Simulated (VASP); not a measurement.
Input of a VASP 6.6.1 run:

File INCAR:

```
PREC = Accurate
ENCUT = 500
EDIFF = 1E-6
ISMEAR = -1
SIGMA = 0.05
LREAL = F
LASPH = T
NELM = 120
ALGO = Normal
ISIF = 2
LWAVE = F
LCHARG = T
GGA = PE
IVDW = 13
LELF = T
LVHAR = T
NBANDS = 16
GGA_COMPAT = F
```

File KPOINTS:

```
Automatic mesh
0
Gamma
  9 9 9
```

POSCAR

```
ZnS
1.0
    0.0000000000      2.6888758694      2.6888758694
    2.6888758694      0.0000000000      2.6888758694
    2.6888758694      2.6888758694      0.0000000000
Zn S
1 1
Direct
    0.7500000000      0.7500000000      0.7500000000
    0.0000000000      0.0000000000      0.0000000000
```

Potentials or basis: VASP PAW PBE potentials, release 64 (Zn, S).

Run with:

```sh
$ cat potpaw_PBE.64/Zn/POTCAR potpaw_PBE.64/S/POTCAR > POTCAR
$ mpirun -np 1 vasp_std > vasp.out
```

Question: What does it give for the dispersion energy per atom?

Answer: -0.311 eV.

Question: Estimate the pressure.

Answer: 0.2 GPa.

**The experiment to reproduce.**

“Electronic, vibrational, and thermodynamic properties of ZnS (zincblende and rocksalt structure)”, 2009, arxiv:0911.5022 quotes, for a bulk crystal of ZnS at 19 K: band gap 3.85 eV (direct).

Measured gap of ZnS: 3.85 eV (direct; 19 K; quoted in “Electronic, vibrational, and thermodynamic properties of ZnS (zincblende and rocksalt structure)”, 2009, arxiv:0911.5022). This calculation gives 2.18 eV (-1.67 eV). The value is that of PBE+D4, without temperature or zero-point motion. Semilocal functionals fall short of measured gaps as a rule.
